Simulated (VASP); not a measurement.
# Sr3Cl4 (Pm-3m) in VASP: further runs, part 2 of 2

VASP 6.6.1.

**3. Single point, PBE**

This run uses another cell than the first one, of 29.96 Å³/atom.

Contents of INCAR:

```
  PREC = Accurate
  ENCUT = 520
  EDIFF = 1E-7
  ISMEAR = 0
  SIGMA = 0.1
  LREAL = False
  LASPH = True
  NELM = 80
  ALGO = Normal
  ISIF = 2
  LWAVE = False
  LCHARG = False
  GGA = PE
  NBANDS = 38
```

Contents of KPOINTS:

```
regular mesh
0
Gamma
  4 4 4
```

Contents of POSCAR:

```
Sr3Cl4
1.0
    5.9411195091      0.0000000000      0.0000000000
    0.0000000000      5.9411195091      0.0000000000
    0.0000000000      0.0000000000      5.9411195091
Sr Cl
3 4
Direct
    0.5000000000      0.0000000000      0.0000000000
    0.0000000000      0.5000000000      0.0000000000
    0.0000000000      0.0000000000      0.5000000000
    0.0000000000      0.5000000000      0.5000000000
    0.5000000000      0.0000000000      0.5000000000
    0.5000000000      0.5000000000      0.0000000000
    0.0000000000      0.0000000000      0.0000000000
```

Potentials or basis: VASP PAW PBE potentials, release 64 (Sr_sv, Cl).

Run with:

```console
> cat potpaw_PBE.64/Sr_sv/POTCAR potpaw_PBE.64/Cl/POTCAR > POTCAR
> mpirun -np 1 vasp_std > vasp.out
```

It took 41 s on 1 thread of Intel Xeon 6975P-C (Granite Rapids), shared host; peak memory 0.34 GiB.

It converged, with:

```
Free energy            : -25.4050 eV
Pressure               : 0.2 GPa
Band gap on the k mesh : zero (bands 29 and 30 overlap by 2.38 eV)
```

Levels at points of the mesh, in eV from the Fermi level:
```tsv
k point	band 24	band 25	band 26	band 27	band 28	band 29	band 30	band 31	band 32	band 33
(0.00, 0.00, 0.00)	-6.03	-6.03	-5.55	-5.55	-5.55	-0.84	-0.84	-0.84	-0.78	1.71
(0.50, 0.00, 0.00)	-6.07	-6.07	-5.79	-5.68	-5.68	-0.59	0.37	0.97	0.97	1.16
(0.50, 0.50, 0.00)	-6.26	-6.18	-6.18	-5.88	-5.37	0.96	1.30	1.30	1.38	1.52
(0.50, 0.50, 0.50)	-6.54	-6.54	-6.54	-5.42	-5.42	1.54	1.89	1.89	1.89	2.02
```

**4. Single point, PBE**

This run uses another cell than the first one, of 30.42 Å³/atom.

Contents of INCAR:

```
SYSTEM = Sr3Cl4
PREC = Accurate
ENCUT = 520
EDIFF = 1E-7
ISMEAR = 0
SIGMA = 0.2
LREAL = .FALSE.
LASPH = .TRUE.
NELM = 60
ALGO = Normal
ISIF = 2
LWAVE = .FALSE.
LCHARG = .TRUE.
GGA = PE
LELF = .TRUE.
LVHAR = .TRUE.
NBANDS = 38
```

Contents of KPOINTS:

```
Automatic mesh
0
G
  4 4 4
  0 0 0
```

Contents of POSCAR:

```
Sr3Cl4
1.0
    5.9715171830      0.0000000000      0.0000000000
    0.0000000000      5.9715171830      0.0000000000
    0.0000000000      0.0000000000      5.9715171830
Sr Cl
3 4
Direct
    0.5000000000      0.0000000000      0.0000000000
    0.0000000000      0.5000000000      0.0000000000
    1.0000000000      0.0000000000      0.5000000000
    0.0000000000      0.5000000000      0.5000000000
    0.5000000000      0.0000000000      0.5000000000
    0.5000000000      0.5000000000      0.0000000000
    0.0000000000      0.0000000000      1.0000000000
```

Run with:

```console
> cat potpaw_PBE.64/Sr_sv/POTCAR potpaw_PBE.64/Cl/POTCAR > POTCAR
> mpirun -np 1 vasp_std > vasp.out
```

Run time: 46 s. Hardware: 1 thread of Intel Xeon 6975P-C (Granite Rapids), shared host; peak memory 0.34 GiB.

Results (log left out):

```yaml
Free_energy: -25.4281 eV
Pressure: -0.1 GPa
Band_gap_on_the_k_mesh: zero (bands 29 and 30 overlap by 2.30 eV)
```

Levels at points of the mesh, in eV from the Fermi level:
```
           k point  band 26  band 27  band 28  band 29  band 30  band 31
(0.00, 0.00, 0.00)    -5.55    -5.55    -5.55    -0.86    -0.83    -0.83
(0.50, 0.00, 0.00)    -5.77    -5.67    -5.67    -0.59     0.29     0.94
(0.50, 0.50, 0.00)    -6.18    -5.86    -5.37     0.93     1.27     1.27
(0.50, 0.50, 0.50)    -6.51    -5.41    -5.41     1.47     1.84     1.84
```

**5. Single point, PBE**

This run uses another cell than the first one, of 30.42 Å³/atom.

Contents of INCAR:

```
PREC = Accurate ; ENCUT = 520
EDIFF = 1E-7 ; ISMEAR = 0
SIGMA = 0.1 ; LREAL = F
LASPH = T ; NELM = 100
ALGO = Normal ; ISIF = 2
LWAVE = F ; LCHARG = F
GGA = PE ; NBANDS = 38
```

Contents of KPOINTS:

```
Automatic mesh
0
Gamma
  6 6 6
```

Changes to POSCAR since step 4:

```diff
@@ -10,3 +10,3 @@
     0.0000000000      0.5000000000      0.0000000000
-    1.0000000000      0.0000000000      0.5000000000
+    0.0000000000      0.0000000000      0.5000000000
     0.0000000000      0.5000000000      0.5000000000
@@ -14,2 +14,2 @@
     0.5000000000      0.5000000000      0.0000000000
-    0.0000000000      0.0000000000      1.0000000000
+    0.0000000000      0.0000000000      0.0000000000
```

Potentials or basis: VASP PAW PBE potentials, release 64 (Sr_sv, Cl).

Run with:

```console
> cat potpaw_PBE.64/Sr_sv/POTCAR potpaw_PBE.64/Cl/POTCAR > POTCAR
> mpirun -np 1 vasp_std > vasp.out
```

OUTCAR:

```text
PREC = Accurate
   ENCUT = 520
   EDIFF = 1E-7
   ISMEAR = 0
   LREAL = F
   LASPH = T
   NELM = 100
   ISIF = 2
   GGA = PE

 ion  position               nearest neighbor table
   1  0.500  0.000  0.000-   5 2.99   6 2.99   7 2.99   5 2.99   6 2.99   7 2.99   3 4.22   2 4.22
                             2 4.22   2 4.22   3 4.22   3 4.22   3 4.22   2 4.22
   2  0.000  0.500  0.000-   4 2.99   6 2.99   7 2.99   4 2.99   7 2.99   6 2.99   3 4.22   1 4.22
                             3 4.22   1 4.22   3 4.22   1 4.22   3 4.22   1 4.22
   3  0.000  0.000  0.500-   4 2.99   5 2.99   7 2.99   7 2.99   4 2.99   5 2.99   2 4.22   2 4.22
                             2 4.22   1 4.22   2 4.22   1 4.22   1 4.22   1 4.22
   4  0.000  0.500  0.500-   2 2.99   3 2.99   2 2.99   3 2.99
   5  0.500  0.000  0.500-   1 2.99   3 2.99   1 2.99   3 2.99
   6  0.500  0.500  0.000-   1 2.99   2 2.99   1 2.99   2 2.99
   7  0.000  0.000  0.000-   1 2.99   2 2.99   3 2.99   3 2.99   2 2.99   1 2.99

  LATTYP: Found a simple cubic cell.
 ALAT       =     5.9715171830

  Lattice vectors:

 A1 = (   5.9715171830,   0.0000000000,   0.0000000000)
 A2 = (   0.0000000000,   5.9715171830,   0.0000000000)
 A3 = (   0.0000000000,   0.0000000000,   5.9715171830)

[... 188 lines left out ...]
  band No.  band energies     occupation
      1     -32.6555      2.00000
      2     -32.6347      2.00000
      3     -32.6347      2.00000
      4     -14.8429      2.00000
      5     -14.8429      2.00000
      6     -14.8429      2.00000
[... 809 lines left out ...]
     37       7.6708      0.00000
     38       7.6715      0.00000

------------------------ aborting loop because EDIFF is reached ----------------------------------------

  FORCE on cell =-STRESS in cart. coord.  units (eV):
  Direction    XX          YY          ZZ          XY          YZ          ZX
  --------------------------------------------------------------------------------------
  -------------------------------------------------------------------------------------
  Total        0.1577890      0.1577890      0.1577890      0.0000000      0.0000000     -0.0000000
  in kB        1.1872252      1.1872252      1.1872252      0.0000000      0.0000000     -0.0000000
  external PRESSURE =       1.1872252 kB  Pullay stress =       0.0000000 kB

 VOLUME and BASIS-vectors are now :
 -----------------------------------------------------------------------------
  energy-cutoff  :      520.00
  volume of cell :      212.94
      direct lattice vectors                 reciprocal lattice vectors
     5.971517183  0.000000000  0.000000000     0.167461630  0.000000000  0.000000000
     0.000000000  5.971517183  0.000000000     0.000000000  0.167461630  0.000000000
     0.000000000  0.000000000  5.971517183     0.000000000  0.000000000  0.167461630

 POSITION                                       TOTAL-FORCE (eV/Angst)
 -----------------------------------------------------------------------------------
      2.98576      0.00000      0.00000         0.000000      0.000000      0.000000
      0.00000      2.98576      0.00000         0.000000      0.000000      0.000000
      0.00000      0.00000      2.98576         0.000000      0.000000      0.000000
      0.00000      2.98576      2.98576         0.000000      0.000000      0.000000
      2.98576      0.00000      2.98576         0.000000      0.000000      0.000000
      2.98576      2.98576      0.00000         0.000000      0.000000      0.000000
      0.00000      0.00000      0.00000         0.000000      0.000000      0.000000
 -----------------------------------------------------------------------------------
    total drift:                                0.000000      0.000000      0.000000

  FREE ENERGIE OF THE ION-ELECTRON SYSTEM (eV)
  ---------------------------------------------------
  free  energy   TOTEN  =       -25.4503295508 eV

  energy  without entropy=      -25.4342759972  energy(sigma->0) =      -25.44230277
```

OSZICAR:

```text
N       E                     dE             d eps       ncg     rms          rms(c)
DAV:   1     0.402137668137E+03    0.40214E+03   -0.26946E+04  1520   0.134E+03
DAV:   2     0.905543836849E+01   -0.39308E+03   -0.38442E+03  2048   0.294E+02
DAV:   3    -0.243745491171E+02   -0.33430E+02   -0.33157E+02  2160   0.754E+01
DAV:   4    -0.257111487586E+02   -0.13366E+01   -0.13308E+01  2386   0.150E+01
DAV:   5    -0.257799330942E+02   -0.68784E-01   -0.68745E-01  2308   0.241E+00    0.215E+01
DAV:   6    -0.254288326464E+02    0.35110E+00   -0.90316E-01  1824   0.389E+00    0.129E+01
DAV:   7    -0.254533420880E+02   -0.24509E-01   -0.58746E-01  2026   0.355E+00    0.191E+00
DAV:   8    -0.254483294176E+02    0.50127E-02   -0.97252E-02  1936   0.113E+00    0.547E-01
DAV:   9    -0.254492222672E+02   -0.89285E-03   -0.34392E-03  1978   0.282E-01    0.221E-01
DAV:  10    -0.254502007111E+02   -0.97844E-03   -0.10038E-03  1984   0.154E-01    0.446E-02
DAV:  11    -0.254502988658E+02   -0.98155E-04   -0.12388E-04  2240   0.500E-02    0.200E-02
DAV:  12    -0.254503268578E+02   -0.27992E-04   -0.47762E-05  1768   0.311E-02    0.817E-03
DAV:  13    -0.254503288269E+02   -0.19691E-05   -0.35057E-06  2264   0.699E-03    0.445E-03
DAV:  14    -0.254503294678E+02   -0.64088E-06   -0.16047E-06  1770   0.569E-03    0.270E-03
DAV:  15    -0.254503295508E+02   -0.82990E-07   -0.90853E-08  1584   0.114E-03
   1 F= -.25450330E+02 E0= -.25442303E+02  d E =-.160536E-01
```

stdout:

```text
POSCAR found type information on POSCAR SrCl
 POSCAR found :  2 types and       7 ions
 scaLAPACK will be used
 LDA part: xc-table for (Slater+PW92), standard interpolation
 POSCAR, INCAR and KPOINTS ok, starting setup
 FFT: planning ... GRIDC
 FFT: planning ... GRID_SOFT
 FFT: planning ... GRID
 WAVECAR not read
 entering main loop
```

Run time: 75 s. Hardware: 1 thread of Intel Xeon 6975P-C (Granite Rapids), shared host; peak memory 0.38 GiB.

Results:

```
Free energy            : -25.4503 eV
Pressure               : 0.1 GPa
Band gap on the k mesh : zero (bands 29 and 30 overlap by 2.30 eV)
```

**6. The runs side by side**

| cell | k mesh | smearing | gap on the mesh (eV) | pressure (GPa) |
| --- | --- | --- | --- | --- |
| a = 5.344 Å, 7 atoms | 4 × 4 × 4 | gaussian 0.1 eV | none | 21.1 |
| a = 5.941 Å, 7 atoms | 4 × 4 × 4 | gaussian 0.1 eV | none | 0.2 |
| a = 5.972 Å, 7 atoms | 4 × 4 × 4 | gaussian 0.2 eV | none | -0.1 |
| a = 5.972 Å, 7 atoms | 6 × 6 × 6 | gaussian 0.1 eV | none | 0.1 |

Alike in all rows: task single point; level PBE; potentials or basis VASP PAW PBE potentials, release 64 (Sr_sv, Cl); no spin polarisation; cutoff (eV) 520.

Caveats: the cell stands under pressure (at least some runs).

Absolute energies hang on the potentials; compare differences alone.
